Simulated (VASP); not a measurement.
# TiC (P1) in VASP: single point with LDA

Aim: the single point of TiC with LDA.

Everything below comes from runs of VASP 6.6.1. Logs are shortened: lines on timing, memory, paths and dates and some standing lists are left out, and cuts for length are marked.

### Step 1. The cell of the first run

The typed cell holds 2 atoms: a = 3.063 Å, b = 3.063 Å, c = 3.063 Å, α = 60.00°, β = 60.00°, γ = 60.00°.

### Step 2. Single point, LDA

The input, INCAR:

```
SYSTEM = TiC
ALGO = Normal ; EDIFF = 1E-6
ENCUT = 600 ; GGA_COMPAT = .FALSE.
ISIF = 2 ; ISMEAR = -1
LASPH = .TRUE. ; LCHARG = .FALSE.
LREAL = .FALSE. ; LWAVE = .FALSE.
NBANDS = 15 ; NELM = 120
PREC = Accurate ; SIGMA = 0.05
```

The input, KPOINTS:

```
k-points
0
G
  7 7 7
  0 0 0
```

The input, POSCAR:

```
TiC
1.0
    0.0000000000      2.1657188437      2.1657188437
    2.1657188437      0.0000000000      2.1657188437
    2.1657188437      2.1657188437      0.0000000000
Ti C
1 1
Direct
   -0.0382610000     -0.0040730000     -0.0078940000
    0.5158140000      0.4525730000      0.5139120000
```

Potentials or basis: VASP PAW LDA potentials, release 64 (Ti_sv, C).

Run with:

```bash
> cat potpaw_LDA.64/Ti_sv/POTCAR potpaw_LDA.64/C/POTCAR > POTCAR
> mpirun -np 1 vasp_std > vasp.out
```

OUTCAR:

```text
SYSTEM = TiC
   EDIFF = 1E-6
   ENCUT = 600
   ISIF = 2
   ISMEAR = -1
   LASPH = .TRUE.
   LREAL = .FALSE.
   NELM = 120
   PREC = Accurate

 ion  position               nearest neighbor table
   1  0.962  0.996  0.992-   2 2.00   2 2.13   2 2.15   2 2.20   2 2.22   2 2.33
   2  0.516  0.453  0.514-   1 2.00   1 2.13   1 2.15   1 2.20   1 2.22   1 2.33

  LATTYP: Found a face centered cubic cell.
 ALAT       =     4.3314376874

  Lattice vectors:

 A1 = (   0.0000000000,   2.1657188437,   2.1657188437)
 A2 = (   2.1657188437,   0.0000000000,   2.1657188437)
 A3 = (   2.1657188437,   2.1657188437,   0.0000000000)

Analysis of symmetry for initial positions (statically):
=====================================================================
 Subroutine PRICEL returns:
 Original cell was already a primitive cell.

 Routine SETGRP: Setting up the symmetry group for a
 face centered cubic supercell.

 Subroutine GETGRP returns: Found  1 space group operations
 (whereof  1 operations were pure point group operations)
 out of a pool of 48 trial point group operations.

The static configuration has the point symmetry C_1 .

Analysis of symmetry for dynamics (positions and initial velocities):
=====================================================================
 Subroutine PRICEL returns:
 Original cell was already a primitive cell.

 Routine SETGRP: Setting up the symmetry group for a
 face centered cubic supercell.

 Subroutine GETGRP returns: Found  1 space group operations
 (whereof  1 operations were pure point group operations)
 out of a pool of 48 trial point group operations.

The dynamic configuration has the point symmetry C_1 .

 Subroutine INISYM returns: Found  1 space group operations
 (whereof  1 operations are pure point group operations),
 and found     1 'primitive' translations

----------------------------------------------------------------------------------------

                                     Primitive cell

  volume of cell :      20.3159

  direct lattice vectors                    reciprocal lattice vectors
     0.000000000  2.165718844  2.165718844    -0.230870227  0.230870227  0.230870227
     2.165718844  0.000000000  2.165718844     0.230870227 -0.230870227  0.230870227
     2.165718844  2.165718844  0.000000000     0.230870227  0.230870227 -0.230870227

  length of vectors
     3.062788961  3.062788961  3.062788961     0.399878962  0.399878962  0.399878962

  position of ions in fractional coordinates (direct lattice)
     0.961739000  0.995927000  0.992106000
     0.515814000  0.452573000  0.513912000

  ion indices of the primitive-cell ions
   primitive index   ion index
                 1           1
                 2           2

----------------------------------------------------------------------------------------

 KPOINTS: k-points

Automatic generation of k-mesh.
 Grid dimensions read from file:
 generate k-points for:    7    7    7

 Generating k-lattice:

  Cartesian coordinates                     Fractional coordinates (reciprocal lattice)
    -0.032981461  0.032981461  0.032981461     0.142857143  0.000000000  0.000000000
     0.032981461 -0.032981461  0.032981461     0.000000000  0.142857143  0.000000000
     0.032981461  0.032981461 -0.032981461     0.000000000  0.000000000  0.142857143

  Length of vectors
     0.057125566  0.057125566  0.057125566

  Shift w.r.t. Gamma in fractional coordinates (k-lattice)
     0.000000000  0.000000000  0.000000000

 Subroutine IBZKPT returns following result:
 ===========================================

 Found    172 irreducible k-points:

 Following reciprocal coordinates:
            Coordinates               Weight
  0.000000  0.000000  0.000000      1.000000
  0.142857  0.000000  0.000000      2.000000
  0.000000  0.142857  0.000000      2.000000
  0.000000  0.000000  0.142857      2.000000
  0.142857  0.142857  0.142857      2.000000
  0.285714  0.000000  0.000000      2.000000
[... 16 lines left out ...]
  0.142857 -0.142857 -0.142857      2.000000
  0.285714  0.285714  0.142857      2.000000
 [... further k-points ...]
   k-points           NKPTS =    172   k-points in BZ     NKDIM =    172   number of bands    NBANDS=     15
   number of dos      NEDOS =    301   number of ions     NIONS =      2
   total plane-waves  NPLWV =  13824
   dimension x,y,z NGX =    24 NGY =   24 NGZ =   24
   dimension x,y,z NGXF=    48 NGYF=   48 NGZF=   48
   ions per type =               1   1
   NGX,Y,Z   is equivalent  to a cutoff of  13.03, 13.03, 13.03 a.u.
   NGXF,Y,Z  is equivalent  to a cutoff of  26.05, 26.05, 26.05 a.u.
 SYSTEM =  TiC
   PREC   = accura    normal or accurate (medium, high low for compatibility)
   ISTART =      0    job   : 0-new  1-cont  2-samecut
   ICHARG =      2    charge: 1-file 2-atom 10-const
   ISPIN  =      1    spin polarized calculation?
   LNONCOLLINEAR =      F non collinear calculations
   LSORBIT =      F    spin-orbit coupling
   LASPH  =      T    aspherical Exc in radial PAW
   ENCUT  =  600.0 eV  44.10 Ry    6.64 a.u.   6.12  6.12  6.12*2*pi/ulx,y,z
   NELM   =    120;   NELMIN=  2; NELMDL= -5     # of ELM steps
   EDIFF  = 0.1E-05   stopping-criterion for ELM
   LREAL  =      F    real-space projection
   EDIFFG = 0.1E-04   stopping-criterion for IOM
   NSW    =      0    number of steps for IOM
   IBRION =     -1    ionic relax: 0-MD 1-quasi-New 2-CG
   NFREE  =      0    steps in history (QN), initial steepest desc. (CG)
   ISIF   =      2    stress and relaxation
   ISYM   =      2    0-nonsym 1-usesym 2-fastsym
   POTIM  = 0.5000    time-step for ionic-motion
   TEBEG  =    0.0;   TEEND  =   0.0 temperature during run
   PSTRESS=    0.0 pullay stress
   NELECT =      16.0000    total number of electrons
   NUPDOWN=      -1.0000    fix difference up-down
   EMIN   =  10.00;   EMAX   =-10.00  energy-range for DOS
   EFERMI =   0.00;   METHOD = LEGACY
   ISMEAR =    -1;   SIGMA  =   0.05  broadening in eV -4-tet -1-fermi 0-gaus
   EFERMI_NEDOS =   21; number of points for ismear=-14 and -15
   IALGO  =     38    algorithm
   IMIX   =      4    mixing-type and parameters
     AMIX     =   0.40;   BMIX     =  1.00
     AMIX_MAG =   1.60;   BMIX_MAG =  1.00
  volume/ion in A,a.u.               =      10.16        68.55
  Fermi-wavevector in a.u.,A,eV,Ry     =   1.511829  2.856943 31.097854  2.285628
  Thomas-Fermi vector in A             =   2.621834
   LORBIT       =      0    0 simple, 1 ext, 2 COOP (PROOUT), +10 PAW based schemes
   GGA     = CA    functional components
   LHFCALC =     F    Hartree Fock is set to
   AEXX    =    0.0000 exact exchange contribution
   IVDW    =     0    specifies the selected vdW correction
   LEPSILON=     F    determine dielectric tensor
   LRPA    =     F    only Hartree local field effects (RPA)
 non-spin polarized calculation
  energy-cutoff  :      600.00
  volume of cell :       20.32
 maximum number of plane-waves:       688
   NGX = 13   NGY = 13   NGZ = 13

 number of electron      16.0000000 magnetization

 Free energy of the ion-electron system (eV)
  ---------------------------------------------------
  ext. energy  EPLUGINS =         0.00000000
  ---------------------------------------------------
  free energy    TOTEN  =       -20.37557175 eV

  energy without entropy =      -20.37388555  energy(sigma->0) =      -20.37472865

 E-fermi :   9.2005     XC(G=0): -12.9625

 val. band max:        9.1059318078   @ k =   0.0000   0.1429   0.1429
 cond. band min:       9.2017958539   @ k =   0.0000   0.0000   0.0000
 fundamental gap:      0.0958640461
 Fermi energy:         9.2005201672

 k-point     1 :       0.0000    0.0000    0.0000
  band No.  band energies     occupation
      1     -46.6381      2.00000
      2     -23.0546      2.00000
      3     -23.0527      2.00000
      4     -23.0432      2.00000
      5      -2.9502      2.00000
      6       9.2018      0.98724
      7       9.2467      0.56834
      8       9.5991      0.00069
      9       9.8640      0.00000
     10      10.8328      0.00000
     11      11.6558      0.00000
     12      11.7586      0.00000
     13      12.5084      0.00000
     14      19.6950      0.00000
     15      23.1573      0.00000

 k-point     2 :       0.1429    0.0000    0.0000
  band No.  band energies     occupation
      1     -46.6236      2.00000
      2     -23.1503      2.00000
      3     -23.0637      2.00000
      4     -23.0561      2.00000
      5      -2.4970      2.00000
      6       7.8752      2.00000
      7       8.4759      2.00000
      8       8.7270      1.99985
      9      10.2659      0.00000
     10      10.4647      0.00000
     11      11.7431      0.00000
     12      13.5260      0.00000
     13      13.9107      0.00000
     14      20.3600      0.00000
     15      23.2347      0.00000

 k-point     3 :       0.0000    0.1429    0.0000
  band No.  band energies     occupation
      1     -46.6235      2.00000
      2     -23.1515      2.00000
      3     -23.0630      2.00000
      4     -23.0561      2.00000
      5      -2.4960      2.00000
      6       7.8235      2.00000
      7       8.5054      2.00000
      8       8.8534      1.99807
      9      10.2368      0.00000
     10      10.4507      0.00000
     11      11.6118      0.00000
     12      13.5450      0.00000
     13      13.9587      0.00000
     14      20.3387      0.00000
     15      23.2655      0.00000
[... 343 lines left out ...]
 k-point    23 :       0.1429   -0.1429   -0.1429
  band No.  band energies     occupation
      1     -46.5919      2.00000
      2     -23.3050      2.00000
      3     -23.1143      2.00000
      4     -23.1037      2.00000
      5      -1.4976      2.00000
      6       6.0242      2.00000
      7       7.3477      2.00000
      8       8.1548      2.00000
      9      10.0756      0.00000
     10      11.4121      0.00000
     11      12.5970      0.00000
     12      14.1443      0.00000
     13      15.7402      0.00000
     14      21.3265      0.00000
     15      23.4443      0.00000

 k-point    24 :       0.2857    0.2857    0.1429
  band No.  band energies     occupation
      1     -46.5918      2.00000
      2     -23.3077      2.00000
      3     -23.1126      2.00000
      4     -23.1041      2.00000
      5      -1.4955      2.00000
      6       6.0100      2.00000
      7       7.3266      2.00000
      8       8.3758      2.00000
      9       9.9217      0.00000
     10      11.3950      0.00000
     11      12.4862      0.00000
     12      14.2431      0.00000
     13      15.7100      0.00000
     14      21.2751      0.00000
     15      23.5488      0.00000

 [... further k-points ...]
[... 5 lines left out ...]
  --------------------------------------------------------------------------------------
  -------------------------------------------------------------------------------------
  Total       -1.3590071     -0.4736378     -1.4270611      0.1331161     -0.0670873      0.0294565
  in kB     -107.1756376    -37.3525913   -112.5425971     10.4979629     -5.2907223      2.3230366
  external PRESSURE =     -85.6902753 kB  Pullay stress =       0.0000000 kB

 VOLUME and BASIS-vectors are now :
 -----------------------------------------------------------------------------
  energy-cutoff  :      600.00
  volume of cell :       20.32
      direct lattice vectors                 reciprocal lattice vectors
     0.000000000  2.165718844  2.165718844    -0.230870227  0.230870227  0.230870227
     2.165718844  0.000000000  2.165718844     0.230870227 -0.230870227  0.230870227
     2.165718844  2.165718844  0.000000000     0.230870227  0.230870227 -0.230870227

 POSITION                                       TOTAL-FORCE (eV/Angst)
 -----------------------------------------------------------------------------------
      4.30552      4.23148      4.23975        -0.370238      1.441642      0.179070
      2.09313      2.23010      2.09725         0.370238     -1.441642     -0.179070
 -----------------------------------------------------------------------------------
    total drift:                               -0.000034     -0.000136     -0.000015

  FREE ENERGIE OF THE ION-ELECTRON SYSTEM (eV)
  ---------------------------------------------------
  free  energy   TOTEN  =       -20.3755717548 eV

  energy  without entropy=      -20.3738855476  energy(sigma->0) =      -20.37472865
```

Run time: 56 s. Hardware: 1 thread of Intel Xeon Platinum 8375C at 2.90GHz (Ice Lake), shared host; peak memory 0.18 GiB.

What came out:

```
Free energy            : -20.3756 eV
Pressure               : -8.6 GPa
Largest force          : 1.499 eV/Å
Band gap on the k mesh : zero (band 8 reaches 9.60 eV, above the bottom of band 9 at 8.88 eV)
```

Forces in eV/Å, atoms in the order of the input:
```
Ti  -0.370  1.442  0.179
C    0.370 -1.442 -0.179
```

Caveat: forces of over 1 eV/Å act on the atoms, so gaps and moduli don't describe the material at rest.
